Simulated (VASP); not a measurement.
Set up this calculation in VASP 6.6.1, as the native input.

```
Task                   : single point
Functional             : r2SCAN
Potentials or basis    : VASP PAW PBE potentials, release 64 (Al, N)
Cutoff                 : 660 eV
k mesh                 : 8 × 8 × 8
Occupations            : gaussian, width 0.01 eV
Spin                   : no spin polarisation
Dipole correction      : no
Further INCAR settings : ALGO = Normal; EDIFF = 1e-06; NBANDS = 11
```

Crystal: AlN.

```xyz
2
Lattice="0.0000 2.1849 2.1849 2.1849 0.0000 2.1849 2.1849 2.1849 0.0000" Properties=species:S:1:pos:R:3 pbc="T T T"
Al    0.0000    0.0000    0.0000
N     1.0924    1.0924    1.0924
```

These files were run (other wordings do the same):

POSCAR

```
AlN
1.0
    0.0000000000      2.1848764208      2.1848764208
    2.1848764208      0.0000000000      2.1848764208
    2.1848764208      2.1848764208      0.0000000000
Al N
1 1
Direct
    0.0000000000      0.0000000000      0.0000000000
    0.2500000000      0.2500000000      0.2500000000
```

INCAR.step1

```
PREC = Accurate ; ENCUT = 660
ISMEAR = 0 ; SIGMA = 0.01
LREAL = False ; LASPH = True
NELM = 120 ; NBANDS = 11
GGA = PE ; ALGO = Normal
EDIFF = 1E-5 ; LWAVE = True
LCHARG = False ; GGA_COMPAT = False
```

INCAR.step2

```
PREC = Accurate ; ENCUT = 660
EDIFF = 1E-6 ; ISMEAR = 0
SIGMA = 0.01 ; LREAL = False
LASPH = True ; NELM = 120
ALGO = Normal ; ISIF = 2
LWAVE = False ; LCHARG = False
METAGGA = R2SCAN ; LMIXTAU = True
NBANDS = 11 ; ISTART = 1
GGA_COMPAT = False
```

KPOINTS

```
regular mesh
0
Gamma
  8 8 8
```

Potentials or basis: VASP PAW PBE potentials, release 64 (Al, N).

Command:

```sh
$ cat potpaw_PBE.64/Al/POTCAR potpaw_PBE.64/N/POTCAR > POTCAR
$ cp INCAR.step1 INCAR
$ mpirun -np 1 vasp_std > vasp.out
$ cp INCAR.step2 INCAR
$ mpirun -np 1 vasp_std > vasp.out
```

Results of the run:

* Pressure: -0.4 GPa
* Band gap on the k mesh: 3.93 eV, indirect (least direct gap 4.88 eV)

Caveat: the PAW data sets were made with another functional, which shifts forces and pressure a little.

It took 29 s on 1 thread of Intel(R) Xeon(R) 6975P-C (Granite Rapids) (shared host), peak memory 0.15 GiB.
